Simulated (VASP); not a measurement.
Set up this calculation in VASP 6.6.1, as the native input.

```
Task                   : single point
Functional             : PBE
Potentials or basis    : VASP PAW PBE potentials, release 64 (Hf_pv, N)
Cutoff                 : 520 eV
k mesh                 : 16 × 16 × 16
Occupations            : fermi-dirac, width 0.08 eV
Spin                   : no spin polarisation
Dipole correction      : no
Further INCAR settings : ALGO = Normal; EDIFF = 1e-07; NBANDS = 14
```

The structure of HfN (rocksalt type) lies in POSCAR:

```
HfN
1.0
    0.0000000000      2.2202236329      2.2202236329
    2.2202236329      0.0000000000      2.2202236329
    2.2202236329      2.2202236329      0.0000000000
Hf N
1 1
Direct
    0.0000000000      0.0000000000      0.0000000000
    0.5000000000      0.5000000000      0.5000000000
```

The input as run:

INCAR

```
SYSTEM = HfN
ALGO = Normal
EDIFF = 1E-7
ENCUT = 520
GGA = PE
ISIF = 2
ISMEAR = -1
LASPH = .True.
LCHARG = .True.
LELF = .True.
LREAL = .False.
LVHAR = .True.
LWAVE = .False.
NBANDS = 14
NELM = 80
PREC = Accurate
SIGMA = 0.08
```

KPOINTS

```
k-points
0
Gamma
  16 16 16
  0 0 0
```

Potentials or basis: VASP PAW PBE potentials, release 64 (Hf_pv, N).

Run with:

```sh
$ cat potpaw_PBE.64/Hf_pv/POTCAR potpaw_PBE.64/N/POTCAR > POTCAR
$ mpirun -np 1 vasp_std > vasp.out
```

Results of the run:

```json
{"Pressure": "19.5 GPa"}
```

Run time: 84 s on 1 thread of AMD EPYC 7R13 (shared host), peak memory 0.15 GiB.
